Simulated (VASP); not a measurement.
# ZrScCl2 (P6/mmm) in VASP: single point with PBE

Aim: the single point of ZrScCl2 with PBE.

Everything below comes from runs of VASP 6.6.1. Logs are shortened: lines on timing, memory, paths and dates and some standing lists are left out, and cuts for length are marked.

**1. The cell of the first run**

Symmetry: P6/mmm, No. 191, hexagonal system. Conventional cell: a = 4.013 Å, b = 4.013 Å, c = 8.144 Å, α = 90.00°, β = 90.00°, γ = 120.00°. Within 5.3 Å of Zr (site symmetry 6/mmm) lie 6 Zr at 4.01 Å and 2 Sc at 4.07 Å and 12 Cl at 4.68 Å. Sc (site symmetry 6/mmm) has 6 Cl at 2.32 Å within 3.1 Å. Cl (site symmetry -6m2) has 3 Sc at 2.32 Å and 3 Cl at 2.32 Å within 3.1 Å.

**2. Single point, PBE**

INCAR reads:

```
SYSTEM = ZrScCl2
PREC = Accurate ; ENCUT = 520
EDIFF = 1E-7 ; ISMEAR = 0
SIGMA = 0.1 ; LREAL = .FALSE.
LASPH = .TRUE. ; NELM = 100
ALGO = Normal ; ISIF = 2
LWAVE = .FALSE. ; LCHARG = .TRUE.
GGA = PE ; LELF = .TRUE.
LVHAR = .TRUE. ; NBANDS = 26
```

KPOINTS reads:

```
Automatic mesh
0
G
  6 6 2
  0 0 0
```

POSCAR reads:

```
ZrScCl2
1.0
    4.0125276500      0.0000000000      0.0000000000
   -2.0062638200      3.4749508800      0.0000000000
    0.0000000000      0.0000000000      8.1441712300
Zr Sc Cl
1 1 2
Direct
    0.0000000000      0.0000000000      0.5000000000
    0.0000000000      0.0000000000      0.0000000000
    0.3333333300      0.6666666700      0.0000000000
    0.6666666700      0.3333333300      0.0000000000
```

Potentials or basis: VASP PAW PBE potentials, release 64 (Zr_sv, Sc_sv, Cl).

Started as:

```console
> cat potpaw_PBE.64/Zr_sv/POTCAR potpaw_PBE.64/Sc_sv/POTCAR potpaw_PBE.64/Cl/POTCAR > POTCAR
> mpirun -np 1 vasp_std > vasp.out
```

OUTCAR:

```text
SYSTEM = ZrScCl2
   PREC = Accurate
   ENCUT = 520
   EDIFF = 1E-7
   ISMEAR = 0
   LREAL = .FALSE.
   LASPH = .TRUE.
   NELM = 100
   ISIF = 2
   GGA = PE

 ion  position               nearest neighbor table
   1  0.000  0.000  0.500-
   2  0.000  0.000  0.000-   3 2.32   4 2.32   3 2.32   4 2.32   4 2.32   3 2.32
   3  0.333  0.667  0.000-   2 2.32   4 2.32   4 2.32   2 2.32   2 2.32   4 2.32
   4  0.667  0.333  0.000-   2 2.32   3 2.32   3 2.32   2 2.32   2 2.32   3 2.32

  LATTYP: Found a hexagonal cell.
 ALAT       =     4.0125276500
 C/A-ratio  =     2.0296860085

  Lattice vectors:

 A1 = (   4.0125276500,   0.0000000000,   0.0000000000)
 A2 = (  -2.0062638200,   3.4749508800,   0.0000000000)
 A3 = (   0.0000000000,   0.0000000000,   8.1441712300)

Analysis of symmetry for initial positions (statically):
=====================================================================
 Subroutine PRICEL returns:
 Original cell was already a primitive cell.

 Routine SETGRP: Setting up the symmetry group for a
 hexagonal supercell.

 Subroutine GETGRP returns: Found 24 space group operations
 (whereof 24 operations were pure point group operations)
 out of a pool of 24 trial point group operations.

The static configuration has the point symmetry D_6h.

Analysis of symmetry for dynamics (positions and initial velocities):
=====================================================================
 Subroutine PRICEL returns:
 Original cell was already a primitive cell.

 Routine SETGRP: Setting up the symmetry group for a
 hexagonal supercell.

 Subroutine GETGRP returns: Found 24 space group operations
 (whereof 24 operations were pure point group operations)
 out of a pool of 24 trial point group operations.

The dynamic configuration has the point symmetry D_6h.

 Subroutine INISYM returns: Found 24 space group operations
 (whereof 24 operations are pure point group operations),
 and found     1 'primitive' translations

----------------------------------------------------------------------------------------

                                     Primitive cell

  volume of cell :     113.5569

  direct lattice vectors                    reciprocal lattice vectors
     4.012527650  0.000000000  0.000000000     0.249219466  0.143886926  0.000000000
[... 75 lines left out ...]
   LSORBIT =      F    spin-orbit coupling
   LASPH  =      T    aspherical Exc in radial PAW
   ENCUT  =  520.0 eV  38.22 Ry    6.18 a.u.   7.46  7.46 15.14*2*pi/ulx,y,z
   NELM   =    100;   NELMIN=  2; NELMDL= -5     # of ELM steps
   EDIFF  = 0.1E-06   stopping-criterion for ELM
   LREAL  =      F    real-space projection
   EDIFFG = 0.1E-05   stopping-criterion for IOM
   NSW    =      0    number of steps for IOM
   IBRION =     -1    ionic relax: 0-MD 1-quasi-New 2-CG
   NFREE  =      0    steps in history (QN), initial steepest desc. (CG)
   ISIF   =      2    stress and relaxation
   ISYM   =      2    0-nonsym 1-usesym 2-fastsym
   POTIM  = 0.5000    time-step for ionic-motion
   TEBEG  =    0.0;   TEEND  =   0.0 temperature during run
   PSTRESS=    0.0 pullay stress
   NELECT =      37.0000    total number of electrons
   NUPDOWN=      -1.0000    fix difference up-down
   EMIN   =  10.00;   EMAX   =-10.00  energy-range for DOS
   EFERMI =   0.00;   METHOD = LEGACY
   ISMEAR =     0;   SIGMA  =   0.10  broadening in eV -4-tet -1-fermi 0-gaus
   EFERMI_NEDOS =   21; number of points for ismear=-14 and -15
   IALGO  =     38    algorithm
   IMIX   =      4    mixing-type and parameters
     AMIX     =   0.40;   BMIX     =  1.00
     AMIX_MAG =   1.60;   BMIX_MAG =  1.00
  volume/ion in A,a.u.               =      28.39       191.58
  Fermi-wavevector in a.u.,A,eV,Ry     =   1.126516  2.128807 17.266328  1.269039
  Thomas-Fermi vector in A             =   2.263199
   LORBIT       =      0    0 simple, 1 ext, 2 COOP (PROOUT), +10 PAW based schemes
   GGA     = PE    functional components
   LHFCALC =     F    Hartree Fock is set to
   AEXX    =    0.0000 exact exchange contribution
   IVDW    =     0    specifies the selected vdW correction
   LEPSILON=     F    determine dielectric tensor
   LRPA    =     F    only Hartree local field effects (RPA)
 non-spin polarized calculation
 Gauss-broadening in eV      SIGMA  =   0.10
  energy-cutoff  :      520.00
  volume of cell :      113.56
 maximum number of plane-waves:      3114
 NGX is ok and might be reduce to    30
   NGX = 15   NGY = 15   NGZ = 31

 number of electron      36.9999997 magnetization

 Free energy of the ion-electron system (eV)
  ---------------------------------------------------
  ext. energy  EPLUGINS =         0.00000000
  ---------------------------------------------------
  free energy    TOTEN  =       -14.31453019 eV

  energy without entropy =      -14.26520053  energy(sigma->0) =      -14.28986536

 E-fermi :   4.3217     XC(G=0):  -8.6533

 val. band max:        4.3032239329   @ k =   0.0000   0.0000   0.5000
 cond. band min:       4.3328298143   @ k =   0.1667   0.0000   0.5000
 fundamental gap:      0.0296058814
 Fermi energy:         4.3217221244

 k-point     1 :       0.0000    0.0000    0.0000
  band No.  band energies     occupation
      1     -45.9232      2.00000
      2     -45.8503      2.00000
      3     -24.7041      2.00000
      4     -24.7041      2.00000
      5     -24.5564      2.00000
      6     -23.9103      2.00000
[... 395 lines left out ...]
     25       6.3929      0.00000
     26       6.3939      0.00000

------------------------ aborting loop because EDIFF is reached ----------------------------------------

  FORCE on cell =-STRESS in cart. coord.  units (eV):
  Direction    XX          YY          ZZ          XY          YZ          ZX
  --------------------------------------------------------------------------------------
  -------------------------------------------------------------------------------------
  Total       23.3623875     23.3623875     -3.1990351      0.0000000      0.0000000      0.0000000
  in kB      329.6204905    329.6204908    -45.1352632      0.0000005      0.0000000      0.0000000
  external PRESSURE =     204.7019060 kB  Pullay stress =       0.0000000 kB

 VOLUME and BASIS-vectors are now :
 -----------------------------------------------------------------------------
  energy-cutoff  :      520.00
  volume of cell :      113.56
      direct lattice vectors                 reciprocal lattice vectors
     4.012527650  0.000000000  0.000000000     0.249219466  0.143886926  0.000000000
    -2.006263820  3.474950880  0.000000000     0.000000000  0.287773852  0.000000000
     0.000000000  0.000000000  8.144171230     0.000000000  0.000000000  0.122787202

 POSITION                                       TOTAL-FORCE (eV/Angst)
 -----------------------------------------------------------------------------------
      0.00000      0.00000      4.07209         0.000000      0.000000      0.000000
      0.00000      0.00000      0.00000         0.000000      0.000000      0.000000
     -0.00000      2.31663      0.00000         0.000000     -0.000000      0.000000
      2.00626      1.15832      0.00000        -0.000000      0.000000      0.000000
 -----------------------------------------------------------------------------------
    total drift:                               -0.000000      0.000000     -0.000000

  FREE ENERGIE OF THE ION-ELECTRON SYSTEM (eV)
  ---------------------------------------------------
  free  energy   TOTEN  =       -14.3145301926 eV

  energy  without entropy=      -14.2652005273  energy(sigma->0) =      -14.28986536
```

OSZICAR:

```text
N       E                     dE             d eps       ncg     rms          rms(c)
DAV:   1     0.441487232718E+03    0.44149E+03   -0.16457E+04   728   0.131E+03
DAV:   2     0.459863828547E+02   -0.39550E+03   -0.38517E+03   744   0.410E+02
DAV:   3    -0.119137083254E+02   -0.57900E+02   -0.56501E+02  1366   0.130E+02
[... 12 lines left out ...]
DAV:  16    -0.143145333910E+02   -0.15282E-05   -0.28387E-05  1064   0.318E-02    0.103E-02
DAV:  17    -0.143145301631E+02    0.32279E-05   -0.90565E-06  1134   0.193E-02    0.183E-03
DAV:  18    -0.143145304637E+02   -0.30060E-06   -0.57036E-07   844   0.560E-03    0.248E-03
DAV:  19    -0.143145301608E+02    0.30291E-06   -0.77492E-07   686   0.400E-03    0.643E-04
DAV:  20    -0.143145301926E+02   -0.31751E-07   -0.28772E-08   498   0.170E-03
   1 F= -.14314530E+02 E0= -.14289865E+02  d E =-.493297E-01
```

stdout:

```text
POSCAR found type information on POSCAR ZrScCl
 POSCAR found :  3 types and       4 ions
 scaLAPACK will be used
 LDA part: xc-table for (Slater+PW92), standard interpolation
 POSCAR, INCAR and KPOINTS ok, starting setup
 FFT: planning ... GRIDC
 FFT: planning ... GRID_SOFT
 FFT: planning ... GRID
 WAVECAR not read
 entering main loop
```

Run time: 1.7 min. Hardware: 1 thread of Intel Xeon Platinum 8375C at 2.90GHz (Ice Lake), shared host; peak memory 0.24 GiB.

What came out:

```yaml
Free_energy: -14.3145 eV
Pressure: 20.5 GPa
```

Caveat: the k points lie up to 0.39 Å⁻¹ apart; an odd number of electrons without spin polarisation forces a metal; a magnetic or distorted state may lie lower.
